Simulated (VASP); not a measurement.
Write the native input for VASP 6.6.1 that does the following.

* Task: single point
* Functional: PBEsol
* Potentials or basis: VASP PAW PBE potentials, release 64 (Au)
* Cutoff: 520 eV
* k mesh: 18 × 18 × 18
* Occupations: fermi-dirac, width 0.1 eV
* Spin: no spin polarisation
* Dipole correction: no
* Further INCAR settings: ALGO = Normal; EDIFF = 1e-06; NBANDS = 12

The structure of Au lies in POSCAR:

```
Au
1.0
   -1.4044651656      1.4044651656      1.4044651656
    1.4044651656     -1.4044651656      1.4044651656
    1.4044651656      1.4044651656     -1.4044651656
Au
1
Direct
    0.0000000000      0.0000000000      0.0000000000
```

This cell differs from its parent crystal: volume scaled by 0.65.

The input as run:

INCAR

```
SYSTEM = Au
PREC = Accurate ; ENCUT = 520
EDIFF = 1E-6 ; ISMEAR = -1
SIGMA = 0.1 ; LREAL = .False.
LASPH = .True. ; NELM = 100
ALGO = Normal ; ISIF = 2
LWAVE = .False. ; LCHARG = .True.
GGA = PS ; LELF = .True.
LVHAR = .True. ; NBANDS = 12
```

KPOINTS

```
Automatic mesh
0
Gamma
  18 18 18
  0 0 0
```

Potentials or basis: VASP PAW PBE potentials, release 64 (Au).

Command:

```sh
$ cat potpaw_PBE.64/Au/POTCAR > POTCAR
$ mpirun -np 1 vasp_std > vasp.out
```

Results of the run:

```json
{
 "Pressure": "247.1 GPa"
}
```

Caveat: the PAW data sets were made with another functional, which shifts forces and pressure a little.

It took 19 s on 1 thread of Intel(R) Xeon(R) Platinum 8488C (Sapphire Rapids) (shared host), peak memory 0.14 GiB.
